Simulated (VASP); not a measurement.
A run of VASP 6.6.1:

INCAR

```
SYSTEM = Ca3TeRu2
PREC = Accurate
ENCUT = 520
EDIFF = 1E-6
ISMEAR = 0
SIGMA = 0.1
LREAL = .False.
LASPH = .True.
NELM = 80
ALGO = Fast
ISIF = 2
LWAVE = .False.
LCHARG = .True.
GGA = PE
LELF = .True.
LVHAR = .True.
NBANDS = 41
```

Contents of KPOINTS:

```
Automatic mesh
0
Gamma
  6 6 4
  0 0 0
```

The input POSCAR:

```
Ca3TeRu2
1.0
    4.9594219200      0.0000000000      0.0000000000
   -2.4797109600      4.2949853700      0.0000000000
    0.0000000000      0.0000000000      6.2901925200
Ca Te Ru
3 1 2
Direct
    0.5000000000      0.0000000000      0.5000000000
    0.0000000000      0.5000000000      0.5000000000
    0.5000000000      0.5000000000      0.5000000000
    0.0000000000      0.0000000000      0.0000000000
    0.0000000000      0.0000000000      0.3446705900
    0.0000000000      0.0000000000      0.6553294100
```

Potentials or basis: VASP PAW PBE potentials, release 64 (Ca_sv, Te, Ru_pv).

The run is started by

```console
$ cat potpaw_PBE.64/Ca_sv/POTCAR potpaw_PBE.64/Te/POTCAR potpaw_PBE.64/Ru_pv/POTCAR > POTCAR
$ mpirun -np 1 vasp_std > vasp.out
```

Hardware: 1 thread of Oxide Virtual Turin-like Processor, on a shared host.

Problem. Estimate the wall time of this run.

Solution. It took 7.3 min on 1 thread of Oxide Virtual Turin-like Processor (shared host), peak memory 0.28 GiB. Counts: scf iterations 24, k points 21.
